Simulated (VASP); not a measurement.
NaH (zincblende type):

```
CELL_PARAMETERS angstrom
0.00000 2.34727 2.34727
2.34727 0.00000 2.34727
2.34727 2.34727 0.00000
ATOMIC_POSITIONS crystal
Na 0.00000 0.00000 0.00000
H 0.25000 0.25000 0.25000
```

| Quantity | Value |
| --- | --- |
| Program | VASP 6.6.1 |
| Task | relaxation of cell and atoms |
| Functional | r2SCAN |
| Potentials or basis | VASP PAW PBE potentials, release 64 (Na_pv, H) |
| Cutoff | 600 eV |
| k mesh | 16 × 16 × 16 |
| Occupations | fermi-dirac, width 0.1 eV |
| Spin | no spin polarisation |

At the start: pressure 9.5 GPa; volume 12.93 Å³/atom.

Problem. Where does the relaxation end?

Solution. Over 5 steps the energy falls by 102.2 meV/atom and the volume is 17.35 Å³/atom (+34.2 %); space group F-43m (No. 216, to 0.1 Å) before and after.

Step by step:
```tsv
step	energy change (eV)	largest force (eV/Å)	pressure (GPa)	volume (Å³)
1	0.0000	0.0000	9.53	25.87
2	-0.1291	0.0000	4.87	28.85
3	-0.2007	0.0000	0.98	33.15
4	-0.2044	0.0000	0.07	34.52
5	-0.2043	0.0000	-0.02	34.71
```

Final structure:
```yaml
crystal:
  lattice:
    - [0.00000, 2.58904, 2.58904]
    - [2.58904, 0.00000, 2.58904]
    - [2.58904, 2.58904, 0.00000]
  atoms:
    - { symbol: Na, position: [0.00000, 0.00000, 0.00000] }
    - { symbol: H, position: [0.25000, 0.25000, 0.25000] }
```

Caveat: the volume moved by over 15 % at a fixed basis, so the end points are rough; the PAW data sets were made with another functional, which shifts forces and pressure a little.
